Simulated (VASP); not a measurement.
Here is a VASP 6.6.1 calculation.

INCAR

```
SYSTEM = Sc2TiTe3
PREC = Accurate
ENCUT = 600
EDIFF = 1E-6
ISMEAR = 0
SIGMA = 0.1
LREAL = .False.
LASPH = .True.
NELM = 60
ALGO = Normal
ISIF = 3
LWAVE = .False.
LCHARG = .False.
GGA = PE
IBRION = 2
NSW = 90
EDIFFG = -0.04
```

The input KPOINTS:

```
Automatic mesh
0
Gamma
  6 6 2
  0 0 0
```

Contents of POSCAR:

```
Sc2TiTe3
1.0
    4.2043670700      0.0000000000      0.0000000000
   -2.1021835300      3.6410886900      0.0000000000
    0.0000000000      0.0000000000     10.3735769900
Sc Ti Te
2 1 3
Direct
    0.3333333300      0.6666666700      0.8219813200
    0.6666666700      0.3333333300      0.1780186800
    0.0000000000      0.0000000000      0.5000000000
    0.6666666700      0.3333333300      0.6439626300
    0.0000000000      0.0000000000      0.0000000000
    0.3333333300      0.6666666700      0.3560373700
```

Potentials or basis: VASP PAW PBE potentials, release 64 (Sc_sv, Ti_sv, Te).

The run is started by

```bash
$ cat potpaw_PBE.64/Sc_sv/POTCAR potpaw_PBE.64/Ti_sv/POTCAR potpaw_PBE.64/Te/POTCAR > POTCAR
$ mpirun -np 1 vasp_std > vasp.out
```

Task: Estimate the band gap on the k mesh.

Result: Zero (bands 26 and 27 overlap by 0.59 eV).

Task: Estimate the space group after relaxing (to 0.1 Å).

Result: P-3m1 (No. 164).

Forces on the atoms (eV/Å):
```
Sc   0.000  0.000  0.008
Sc   0.000  0.000 -0.008
Ti   0.000  0.000  0.000
Te   0.000  0.000  0.025
Te   0.000  0.000  0.000
Te   0.000  0.000 -0.025
```

Caveat: spin-orbit coupling is left out, which moves the levels of the heavy elements.
